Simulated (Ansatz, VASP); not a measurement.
## One calculation of Sn3Cl5, two programs

```xyz
8
Lattice="6.1068 0.0000 0.0000 0.0000 6.1068 0.0000 0.0000 0.0000 6.1068" Properties=species:S:1:pos:R:3 pbc="T T T"
Sn    0.0000    3.0534    3.0534
Sn    3.0534    0.0000    3.0534
Sn    3.0534    3.0534    0.0000
Cl    3.0534    0.0000    0.0000
Cl    0.0000    3.0534    0.0000
Cl    0.0000    0.0000    3.0534
Cl    0.0000    0.0000    0.0000
Cl    3.0534    3.0534    3.0534
```

Alike in both runs: functional PBE; k mesh 4 × 4 × 4; occupations gaussian, width 0.1 eV; no spin polarisation.

Ansatz relaxed the structure, and its values are those at the end. VASP's run is a single point on that final structure, the one shown.

```csv
,VASP,Ansatz
version,VASP 6.6.1,Ansatz 0.2.0
potentials or method,"VASP PAW PBE potentials, release 64 (Sn_d, Cl), cutoff 520 eV","scalar-relativistic, plane waves, PAW"
valence electrons in the cell,77,77
```

```csv
,VASP,Ansatz,Ansatz less VASP
gap on the k mesh at the Fermi level (eV),none,none,-
pressure (GPa),0.1,0.2,+0.07
```

A gap of «none» marks a metal or a gap that the smearing closes.
